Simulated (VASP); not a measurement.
# Sn3Te in VASP: further runs

Sn3Te is run at these levels: PBEsol; tasks: single point.

All numbers are computed with VASP 6.6.1; they aren't measurements. Logs are shortened: lines on timing, memory, paths and dates and some standing lists are left out, and cuts for length are marked.

### Step 1. The cell of the first run

The typed cell holds 4 atoms: a = 4.866 Å, b = 4.866 Å, c = 4.866 Å, α = 90.00°, β = 90.00°, γ = 90.00°.

### Step 2. Single point, PBEsol (atoms moved at random)

INCAR

```
ALGO = Fast
EDIFF = 1E-7
ENCUT = 520
GGA = PS
ISIF = 2
ISMEAR = -1
LASPH = T
LCHARG = T
LELF = T
LREAL = F
LVHAR = T
LWAVE = F
NBANDS = 32
NELM = 100
PREC = Accurate
SIGMA = 0.05
```

KPOINTS

```
k-points
0
Gamma
  6 6 6
```

POSCAR

```
Sn3Te
1.0
    4.8656220000      0.0000000000      0.0000000000
    0.0000000000      4.8656220000      0.0000000000
    0.0000000000      0.0000000000      4.8656220000
Te Sn
1 3
Direct
    0.0067300000     -0.0114230000     -0.0033600000
   -0.0010980000      0.5041850000      0.4988960000
    0.5015660000      0.0064040000      0.4997800000
    0.4899280000      0.5046890000     -0.0012030000
```

Potentials or basis: VASP PAW PBE potentials, release 64 (Te, Sn_d).

Run with:

```
$ cat potpaw_PBE.64/Te/POTCAR potpaw_PBE.64/Sn_d/POTCAR > POTCAR
$ mpirun -np 1 vasp_std > vasp.out
```

OUTCAR:

```text
EDIFF = 1E-7
   ENCUT = 520
   GGA = PS
   ISIF = 2
   ISMEAR = -1
   LASPH = T
   LREAL = F
   NELM = 100
   PREC = Accurate

 ion  position               nearest neighbor table
   1  0.007  0.989  0.997-   4 3.33   2 3.38   2 3.40   3 3.41   3 3.43   4 3.44   4 3.44   3 3.45
                             3 3.47   2 3.49   2 3.50   4 3.55
   2  0.999  0.504  0.499-   1 3.38   1 3.40   4 3.41   4 3.41   3 3.42   3 3.44   3 3.44   3 3.46
                             4 3.47   4 3.47   1 3.49   1 3.50
   3  0.502  0.006  0.500-   1 3.41   2 3.42   4 3.43   1 3.43   4 3.44   2 3.44   2 3.44   4 3.44
                             1 3.45   4 3.45   2 3.46   1 3.47
   4  0.490  0.505  0.999-   1 3.33   2 3.41   2 3.41   3 3.43   3 3.44   1 3.44   3 3.44   1 3.44
                             3 3.45   2 3.47   2 3.47   1 3.55

  LATTYP: Found a simple cubic cell.
 ALAT       =     4.8656220000

  Lattice vectors:

 A1 = (   4.8656220000,   0.0000000000,   0.0000000000)
 A2 = (   0.0000000000,   4.8656220000,   0.0000000000)
 A3 = (   0.0000000000,   0.0000000000,   4.8656220000)

Analysis of symmetry for initial positions (statically):
=====================================================================
 Subroutine PRICEL returns:
 Original cell was already a primitive cell.

 Routine SETGRP: Setting up the symmetry group for a
 simple cubic supercell.

 Subroutine GETGRP returns: Found  1 space group operations
 (whereof  1 operations were pure point group operations)
 out of a pool of 48 trial point group operations.

The static configuration has the point symmetry C_1 .

Analysis of symmetry for dynamics (positions and initial velocities):
=====================================================================
 Subroutine PRICEL returns:
 Original cell was already a primitive cell.

 Routine SETGRP: Setting up the symmetry group for a
 simple cubic supercell.

 Subroutine GETGRP returns: Found  1 space group operations
 (whereof  1 operations were pure point group operations)
 out of a pool of 48 trial point group operations.

The dynamic configuration has the point symmetry C_1 .

 Subroutine INISYM returns: Found  1 space group operations
 (whereof  1 operations are pure point group operations),
 and found     1 'primitive' translations

----------------------------------------------------------------------------------------

                                     Primitive cell

  volume of cell :     115.1901

[... 91 lines left out ...]
   NELM   =    100;   NELMIN=  2; NELMDL= -5     # of ELM steps
   EDIFF  = 0.1E-06   stopping-criterion for ELM
   LREAL  =      F    real-space projection
   EDIFFG = 0.1E-05   stopping-criterion for IOM
   NSW    =      0    number of steps for IOM
   IBRION =     -1    ionic relax: 0-MD 1-quasi-New 2-CG
   NFREE  =      0    steps in history (QN), initial steepest desc. (CG)
   ISIF   =      2    stress and relaxation
   ISYM   =      2    0-nonsym 1-usesym 2-fastsym
   POTIM  = 0.5000    time-step for ionic-motion
   TEBEG  =    0.0;   TEEND  =   0.0 temperature during run
   PSTRESS=    0.0 pullay stress
   NELECT =      48.0000    total number of electrons
   NUPDOWN=      -1.0000    fix difference up-down
   EMIN   =  10.00;   EMAX   =-10.00  energy-range for DOS
   EFERMI =   0.00;   METHOD = LEGACY
   ISMEAR =    -1;   SIGMA  =   0.05  broadening in eV -4-tet -1-fermi 0-gaus
   EFERMI_NEDOS =   21; number of points for ismear=-14 and -15
   IALGO  =     68    algorithm
   IMIX   =      4    mixing-type and parameters
     AMIX     =   0.40;   BMIX     =  1.00
     AMIX_MAG =   1.60;   BMIX_MAG =  1.00
  volume/ion in A,a.u.               =      28.80       194.34
  Fermi-wavevector in a.u.,A,eV,Ry     =   1.222785  2.310729 20.343484  1.495204
  Thomas-Fermi vector in A             =   2.357920
   LORBIT       =      0    0 simple, 1 ext, 2 COOP (PROOUT), +10 PAW based schemes
   GGA     = PS    functional components
   LHFCALC =     F    Hartree Fock is set to
   AEXX    =    0.0000 exact exchange contribution
   IVDW    =     0    specifies the selected vdW correction
   LEPSILON=     F    determine dielectric tensor
   LRPA    =     F    only Hartree local field effects (RPA)
 non-spin polarized calculation
 RMM-DIIS sequential band-by-band and
  energy-cutoff  :      520.00
  volume of cell :      115.19
 maximum number of plane-waves:      3136
   NGX = 19   NGY = 19   NGZ = 19

 number of electron      48.0000013 magnetization

 Free energy of the ion-electron system (eV)
  ---------------------------------------------------
  ext. energy  EPLUGINS =         0.00000000
  ---------------------------------------------------
  free energy    TOTEN  =       -16.07714083 eV

  energy without entropy =      -16.05401776  energy(sigma->0) =      -16.06557929

 E-fermi :   7.4703     XC(G=0): -10.1992

 val. band max:        7.4622075027   @ k =  -0.1667  -0.1667   0.1667
 cond. band min:       7.4961034988   @ k =   0.0000   0.0000   0.1667
 fundamental gap:      0.0338959961
 Fermi energy:         7.4703104927

 k-point     1 :       0.0000    0.0000    0.0000
  band No.  band energies     occupation
      1     -14.0591      2.00000
      2     -14.0587      2.00000
      3     -14.0585      2.00000
      4     -14.0400      2.00000
      5     -14.0394      2.00000
      6     -14.0175      2.00000
[... 829 lines left out ...]
     31      12.8555      0.00000
     32      14.0917      0.00000

 [... further k-points ...]

------------------------ aborting loop because EDIFF is reached ----------------------------------------

  FORCE on cell =-STRESS in cart. coord.  units (eV):
  Direction    XX          YY          ZZ          XY          YZ          ZX
  --------------------------------------------------------------------------------------
  -------------------------------------------------------------------------------------
  Total       -1.6498361     -1.6642762     -1.6522687     -0.0120146     -0.0012409      0.0000511
  in kB      -22.9475475    -23.1483952    -22.9813824     -0.1671108     -0.0172592      0.0007111
  external PRESSURE =     -23.0257750 kB  Pullay stress =       0.0000000 kB

 VOLUME and BASIS-vectors are now :
 -----------------------------------------------------------------------------
  energy-cutoff  :      520.00
  volume of cell :      115.19
      direct lattice vectors                 reciprocal lattice vectors
     4.865622000  0.000000000  0.000000000     0.205523569  0.000000000  0.000000000
     0.000000000  4.865622000  0.000000000     0.000000000  0.205523569  0.000000000
     0.000000000  0.000000000  4.865622000     0.000000000  0.000000000  0.205523569

 POSITION                                       TOTAL-FORCE (eV/Angst)
 -----------------------------------------------------------------------------------
      0.03275      4.81004      4.84927        -0.042566      0.036078      0.008943
      4.86028      2.45317      2.42744        -0.040427     -0.050689     -0.011267
      2.44043      0.03116      2.43174         0.067436      0.062722     -0.007235
      2.38380      2.45563      4.85977         0.015557     -0.048110      0.009559
 -----------------------------------------------------------------------------------
    total drift:                               -0.000315      0.000140      0.000436

  FREE ENERGIE OF THE ION-ELECTRON SYSTEM (eV)
  ---------------------------------------------------
  free  energy   TOTEN  =       -16.0771408331 eV

  energy  without entropy=      -16.0540177561  energy(sigma->0) =      -16.06557929
```

Run time: 4.1 min. Hardware: 1 thread of Intel Xeon Platinum 8488C (Sapphire Rapids), shared host; peak memory 0.45 GiB.

Results:

| Property | Result |
| --- | --- |
| Free energy | -16.0771 eV |
| Pressure | -2.3 GPa |
| Largest force | 0.092 eV/Å |
| Band gap on the k mesh | zero (bands 24 and 25 overlap by 3.22 eV) |

Forces on the atoms (eV/Å):
```
Te  -0.043  0.036  0.009
Sn  -0.040 -0.051 -0.011
Sn   0.067  0.063 -0.007
Sn   0.016 -0.048  0.010
```

Levels at points of the mesh, in eV from the Fermi level:
| k point | band 22 | band 23 | band 24 | band 25 | band 26 | band 27 |
| --- | --- | --- | --- | --- | --- | --- |
| (0.00, 0.00, 0.00) | -4.18 | 0.41 | 0.42 | 0.42 | 1.90 | 1.91 |
| (0.50, 0.00, 0.00) | -1.80 | -1.72 | -1.42 | -0.36 | 1.85 | 2.08 |
| (0.00, 0.50, 0.00) | -1.77 | -1.72 | -1.46 | -0.35 | 1.85 | 2.09 |
| (0.00, 0.00, 0.50) | -1.81 | -1.73 | -1.43 | -0.37 | 1.86 | 2.07 |
| (0.50, 0.50, 0.00) | -1.93 | -1.85 | -0.71 | -0.13 | -0.09 | 0.16 |
| (0.00, 0.50, 0.50) | -1.93 | -1.83 | -0.71 | -0.10 | -0.07 | 0.11 |
| (0.50, 0.00, 0.50) | -1.93 | -1.79 | -0.71 | -0.10 | -0.08 | 0.11 |
| (0.50, 0.50, 0.50) | -5.15 | -4.32 | 2.84 | 2.85 | 2.86 | 5.34 |

Caveat: the cell differs from its parent crystal (atoms moved at random); the PAW data sets were made with another functional, which shifts forces and pressure a little; spin-orbit coupling is left out, which moves the levels of the heavy elements.

### Step 3. Single point, PBEsol, non-collinear spin, zero start, spin-orbit coupling

INCAR

```
SYSTEM = Sn3Te
  ALGO = Fast
  EDIFF = 1E-7
  ENCUT = 520
  GGA = PS
  GGA_COMPAT = .FALSE.
  ISIF = 2
  ISMEAR = -1
  LASPH = .TRUE.
  LCHARG = .TRUE.
  LORBIT = 11
  LORBMOM = .TRUE.
  LREAL = .FALSE.
  LSORBIT = .TRUE.
  LVHAR = .TRUE.
  LWAVE = .FALSE.
  MAGMOM = 0 0 0 0 0 0 0 0 0 0 0 0
  NBANDS = 62
  NELM = 150
  PREC = Accurate
  SIGMA = 0.05
```

KPOINTS

```
k-points
0
G
  6 6 6
  0 0 0
```

POSCAR

```
Sn3Te
1.0
    4.8656220000      0.0000000000      0.0000000000
    0.0000000000      4.8656220000      0.0000000000
    0.0000000000      0.0000000000      4.8656220000
Te Sn
1 3
Direct
    0.0000000000      0.0000000000      0.0000000000
    0.0000000000      0.5000000000      0.5000000000
    0.5000000000      0.0000000000      0.5000000000
    0.5000000000      0.5000000000      0.0000000000
```

Potentials or basis: VASP PAW PBE potentials, release 64 (Te, Sn_d).

Run with:

```
$ cat potpaw_PBE.64/Te/POTCAR potpaw_PBE.64/Sn_d/POTCAR > POTCAR
$ mpirun -np 1 vasp_ncl > vasp.out
```

OUTCAR:

```text
SYSTEM = Sn3Te
   EDIFF = 1E-7
   ENCUT = 520
   GGA = PS
   ISIF = 2
   ISMEAR = -1
   LASPH = .TRUE.
   LORBIT = 11
   LREAL = .FALSE.
   LSORBIT = .TRUE.
   NELM = 150
   PREC = Accurate

 ion  position               nearest neighbor table
   1  0.000  0.000  0.000-   2 3.44   3 3.44   4 3.44   2 3.44   3 3.44   2 3.44   4 3.44   2 3.44
                             3 3.44   4 3.44   3 3.44   4 3.44
   2  0.000  0.500  0.500-   1 3.44   3 3.44   4 3.44   1 3.44   4 3.44   1 3.44   3 3.44   1 3.44
                             3 3.44   4 3.44   4 3.44   3 3.44
   3  0.500  0.000  0.500-   1 3.44   2 3.44   4 3.44   1 3.44   4 3.44   2 3.44   4 3.44   4 3.44
                             1 3.44   2 3.44   1 3.44   2 3.44
   4  0.500  0.500  0.000-   1 3.44   2 3.44   3 3.44   2 3.44   3 3.44   1 3.44   3 3.44   3 3.44
                             1 3.44   2 3.44   2 3.44   1 3.44

  LATTYP: Found a simple cubic cell.
 ALAT       =     4.8656220000
[... 1612 lines left out ...]
     0.0000000     0.0000000     0.0000000     0.0000000     0.0000000     0.0000000     0.0000000

 total charge

# of ion       s       p       d       tot
------------------------------------------
    1        1.433   1.820   0.039   3.292
    2        1.324   0.799   9.969  12.092
    3        1.324   0.799   9.969  12.092
    4        1.324   0.799   9.969  12.092
--------------------------------------------------
tot          5.406   4.216  29.946  39.569

 magnetization (x)

# of ion       s       p       d       tot
------------------------------------------
    1        0.000   0.000   0.000   0.000
    2        0.000   0.000  -0.000  -0.000
    3        0.000  -0.000   0.000   0.000
    4       -0.000  -0.000  -0.000  -0.000
--------------------------------------------------
tot          0.000   0.000  -0.000   0.000

 magnetization (y)

# of ion       s       p       d       tot
------------------------------------------
    1        0.000   0.000  -0.000   0.000
    2       -0.000  -0.000   0.000  -0.000
    3        0.000   0.000   0.000   0.000
    4       -0.000  -0.000   0.000  -0.000
--------------------------------------------------
tot          0.000   0.000   0.000   0.000

 magnetization (z)

# of ion       s       p       d       tot
------------------------------------------
    1       -0.000  -0.000  -0.000  -0.000
    2        0.000  -0.000  -0.000   0.000
    3        0.000  -0.000   0.000   0.000
    4        0.000   0.000  -0.000  -0.000
--------------------------------------------------
tot         -0.000   0.000  -0.000  -0.000
```

stdout:

```text
POSCAR found type information on POSCAR TeSn
 POSCAR found :  2 types and       4 ions
 scaLAPACK will be used
[... 19 lines left out ...]
 num prob  num prob  num prob  num prob RMM:  15    -0.163584050180E+02    0.19530E-06   -0.15094E-07  1905   0.336E-03    0.135E-02
 num prob  num prob  num prob  num prob  num prob  num prob  num prob  num prob  num prob  num prob  num prob  num prob  num prob  num prob  num prob  num prob  num prob  num prob  num prob  num prob  num prob  num prob  num prob  num prob  num prob RMM:  16    -0.163584044721E+02    0.54590E-06   -0.83233E-08  1620   0.310E-03    0.171E-03
 num prob  num prob  num prob  num prob  num prob  num prob  num prob  num prob  num prob  num prob  num prob  num prob  num prob  num prob  num prob  num prob RMM:  17    -0.163584044933E+02   -0.21239E-07   -0.40718E-08  1564   0.153E-03
```

Run time: 6.5 min. Hardware: 1 thread of Intel Xeon Platinum 8259CL at 2.50GHz (Skylake/Cascade Lake), shared host; peak memory 0.5 GiB.

What came out:

```
Free energy                                           : -16.3584 eV
Pressure                                              : -2.3 GPa
Net moment                                            : 0.00 μB per cell
Valence electrons inside the program's atomic spheres : Te 3.29; Sn 12.09
```

Moments on the atoms (μB; x, y, z):
```
Te  0.00 0.00 0.00
Sn  0.00 0.00 0.00
Sn  0.00 0.00 0.00
Sn  0.00 0.00 0.00
```

Caveat: the PAW data sets were made with another functional, which shifts forces and pressure a little.

### Step 4. Single point, PBEsol

This run uses another cell than the first one, of 20.29 Å³/atom.

INCAR

```
SYSTEM = Sn3Te
ALGO = Normal
EDIFF = 1E-6
ENCUT = 520
GGA = PS
ISIF = 2
ISMEAR = -1
LASPH = .True.
LCHARG = .False.
LREAL = .False.
LWAVE = .False.
NBANDS = 32
NELM = 100
PREC = Accurate
SIGMA = 0.05
```

KPOINTS

```
k-points
0
Gamma
  6 6 6
  0 0 0
```

POSCAR

```
Sn3Te
1.0
    4.3295102419      0.0000000000      0.0000000000
    0.0000000000      4.3295102419      0.0000000000
    0.0000000000      0.0000000000      4.3295102419
Te Sn
1 3
Direct
    0.0000000000      0.0000000000      0.0000000000
    0.0000000000      0.5000000000      0.5000000000
    0.5000000000      0.0000000000      0.5000000000
    0.5000000000      0.5000000000      0.0000000000
```

Run with:

```
$ cat potpaw_PBE.64/Te/POTCAR potpaw_PBE.64/Sn_d/POTCAR > POTCAR
$ mpirun -np 1 vasp_std > vasp.out
```

Wall time 14 s (1 thread of Intel Xeon 6975P-C (Granite Rapids), shared host); peak memory 0.19 GiB.

Results (log left out):

- Free energy: -14.1212 eV
- Pressure: 30.0 GPa
- Band gap on the k mesh: zero (bands 24 and 25 overlap by 5.86 eV)

Levels at points of the mesh, in eV from the Fermi level:
| k point | band 20 | band 21 | band 22 | band 23 | band 24 | band 25 | band 26 | band 27 | band 28 | band 29 |
| --- | --- | --- | --- | --- | --- | --- | --- | --- | --- | --- |
| (0.00, 0.00, 0.00) | -6.05 | -4.81 | -4.81 | 0.56 | 0.56 | 0.56 | 2.24 | 2.24 | 2.24 | 5.33 |
| (0.50, 0.00, 0.00) | -4.33 | -3.93 | -2.81 | -2.81 | -2.09 | -1.27 | 3.31 | 3.31 | 3.74 | 4.22 |
| (0.50, 0.50, 0.00) | -3.01 | -2.31 | -1.59 | -1.59 | -0.65 | -0.65 | -0.41 | -0.22 | 5.09 | 5.09 |
| (0.50, 0.50, 0.50) | -7.48 | -7.48 | -7.48 | -6.41 | 4.59 | 4.59 | 4.59 | 7.45 | 7.45 | 7.45 |

Caveat: the cell stands under pressure; the PAW data sets were made with another functional, which shifts forces and pressure a little; spin-orbit coupling is left out, which moves the levels of the heavy elements.

(Continued in part 2 of 2.)
